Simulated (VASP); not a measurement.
Write the native input for VASP 6.6.1 that does the following.

```yaml
Task: single point
Functional: r2SCAN
Potentials_or_basis: VASP PAW PBE potentials, release 64 (Rb_sv, Br, Ag)
Cutoff: 520 eV
k_mesh: 4 × 4 × 4
Occupations: gaussian, width 0.01 eV
Spin: no spin polarisation
Dipole_correction: no
Further_INCAR_settings: ALGO = Normal; EDIFF = 1e-06; NBANDS = 25
```

The system is RbAgBr2.

```
Rb Br Ag
1.0
     4.51799    0.00000    0.00000
     0.00000    4.51799    0.00000
     0.00000    0.00000    6.35632
Rb Br Ag
1 2 1
Direct
  0.00000 0.00000 0.00000
  0.00000 0.00000 0.50000
  0.50000 0.50000 0.00000
  0.50000 0.50000 0.50000
```

These files were run (other wordings do the same):

POSCAR

```
RbAgBr2
1.0
    4.5179929797      0.0000000000      0.0000000000
    0.0000000000      4.5179929797      0.0000000000
    0.0000000000      0.0000000000      6.3563246931
Rb Br Ag
1 2 1
Direct
    0.0000000000      0.0000000000      0.0000000000
    0.0000000000      0.0000000000      0.5000000000
    0.5000000000      0.5000000000      0.0000000000
    0.5000000000      0.5000000000      0.5000000000
```

INCAR.step1

```
  ALGO = Normal
  EDIFF = 1E-4
  ENCUT = 520
  GGA = PE
  ISMEAR = 0
  LASPH = True
  LCHARG = False
  LREAL = False
  LWAVE = True
  NBANDS = 25
  NELM = 100
  PREC = Accurate
  SIGMA = 0.01
```

INCAR.step2

```
  ALGO = Normal
  EDIFF = 1E-6
  ENCUT = 520
  ISIF = 2
  ISMEAR = 0
  ISTART = 1
  LASPH = True
  LCHARG = False
  LMIXTAU = True
  LREAL = False
  LWAVE = False
  METAGGA = R2SCAN
  NBANDS = 25
  NELM = 100
  PREC = Accurate
  SIGMA = 0.01
```

KPOINTS

```
k-points
0
Gamma
  4 4 4
```

Potentials or basis: VASP PAW PBE potentials, release 64 (Rb_sv, Br, Ag).

Run with:

```sh
$ cat potpaw_PBE.64/Rb_sv/POTCAR potpaw_PBE.64/Br/POTCAR potpaw_PBE.64/Ag/POTCAR > POTCAR
$ cp INCAR.step1 INCAR
$ mpirun -np 1 vasp_std > vasp.out
$ cp INCAR.step2 INCAR
$ mpirun -np 1 vasp_std > vasp.out
```

Results of the run:

* Pressure: 0.0 GPa
* Band gap on the k mesh: 1.71 eV, indirect (least direct gap 2.38 eV)

Caveat: the PAW data sets were made with another functional, which shifts forces and pressure a little.

It took 2.2 min on 1 thread of Intel(R) Xeon(R) 6975P-C (Granite Rapids), with other jobs on the host, peak memory 0.29 GiB.
